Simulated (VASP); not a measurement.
Crystal: SrRu3.

```
Sr Ru
1.0
     4.07503    0.00000    0.00000
     0.00000    4.07503    0.00000
     0.00000    0.00000    4.07503
Sr Ru
1 3
Direct
  0.00000 0.00000 0.00000
  0.50000 0.00000 0.50000
  0.00000 0.50000 0.50000
  0.50000 0.50000 0.00000
```

The cell was generated, and may not be a known phase.

```yaml
Program: VASP 6.6.1
Task: relaxation of cell and atoms
Functional: PBE
Potentials_or_basis: VASP PAW PBE potentials, release 64 (Sr_sv, Ru_pv)
Cutoff: 500 eV
k_mesh: 4 × 4 × 4
Occupations: gaussian, width 0.1 eV
Spin: no spin polarisation
```

At the start: pressure 5.6 GPa; volume 16.92 Å³/atom.

Q: How do energy, volume and symmetry change on relaxing?

A: Over 3 steps the energy falls by 11.2 meV/atom and the volume is 17.59 Å³/atom (+4.0 %); space group Pm-3m (No. 221, to 0.1 Å) before and after.

Step by step:
| step | energy change (eV) | largest force (eV/Å) | pressure (GPa) | volume (Å³) |
| --- | --- | --- | --- | --- |
| 1 | 0.0000 | 0.0000 | 5.59 | 67.67 |
| 2 | 0.0117 | 0.0000 | -5.32 | 73.61 |
| 3 | -0.0450 | 0.0000 | -0.04 | 70.37 |

Final structure:
```yaml
crystal:
  lattice:
    - [4.12859, 0.00000, 0.00000]
    - [0.00000, 4.12859, 0.00000]
    - [0.00000, 0.00000, 4.12859]
  atoms:
    - { symbol: Sr, position: [0.00000, 0.00000, 0.00000] }
    - { symbol: Ru, position: [0.50000, 0.00000, 0.50000] }
    - { symbol: Ru, position: [0.00000, 0.50000, 0.50000] }
    - { symbol: Ru, position: [0.50000, 0.50000, 0.00000] }
```

Caveat: the k points lie up to 0.38 Å⁻¹ apart in the final cell, too coarse for converged energies and pressures of a metal.
